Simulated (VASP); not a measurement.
Write the native input for VASP 6.6.1 that does the following.

```
Task                   : single point
Functional             : PBE
Potentials or basis    : VASP PAW PBE potentials, release 64 (Ti_sv, B)
Cutoff                 : 520 eV
k mesh                 : 15 × 15 × 14
Occupations            : gaussian, width 0.1 eV
Spin                   : no spin polarisation
Dipole correction      : no
Further INCAR settings : ALGO = Normal; EDIFF = 1e-07; NBANDS = 16
```

The structure of TiB2 lies in POSCAR:

```
TiB2
1.0
    3.0927873866      0.0000000000      0.0000000000
   -1.5463936933      2.6784324453      0.0000000000
    0.0000000000      0.0000000000      3.1847053474
Ti B
1 2
Direct
    0.0000000000      0.0000000000      0.0000000000
    0.3333333333      0.6666666667      0.5000000000
    0.6666666667      0.3333333333      0.5000000000
```

This cell differs from its parent crystal: biaxial strain in the a-b plane: +2.0 %.

One way to write it, as run:

INCAR

```
SYSTEM = TiB2
PREC = Accurate
ENCUT = 520
EDIFF = 1E-7
ISMEAR = 0
SIGMA = 0.1
LREAL = .FALSE.
LASPH = .TRUE.
NELM = 80
ALGO = Normal
ISIF = 2
LWAVE = .FALSE.
LCHARG = .TRUE.
GGA = PE
LELF = .TRUE.
LVHAR = .TRUE.
NBANDS = 16
```

KPOINTS

```
Automatic mesh
0
G
  15 15 14
  0 0 0
```

Potentials or basis: VASP PAW PBE potentials, release 64 (Ti_sv, B).

The run is started by

```sh
$ cat potpaw_PBE.64/Ti_sv/POTCAR potpaw_PBE.64/B/POTCAR > POTCAR
$ mpirun -np 1 vasp_std > vasp.out
```

Results of the run:

```json
{
  "Pressure": "-7.5 GPa",
  "Band gap on the k mesh": "zero (bands 9 and 10 overlap by 0.70 eV)"
}
```

Caveat: the cell differs from its parent crystal (biaxial strain in the a-b plane: +2.0 %); the cell stands under tension.

It took 81 s on 1 thread of Intel Xeon 8259CL, on a shared host, peak memory 0.21 GiB.
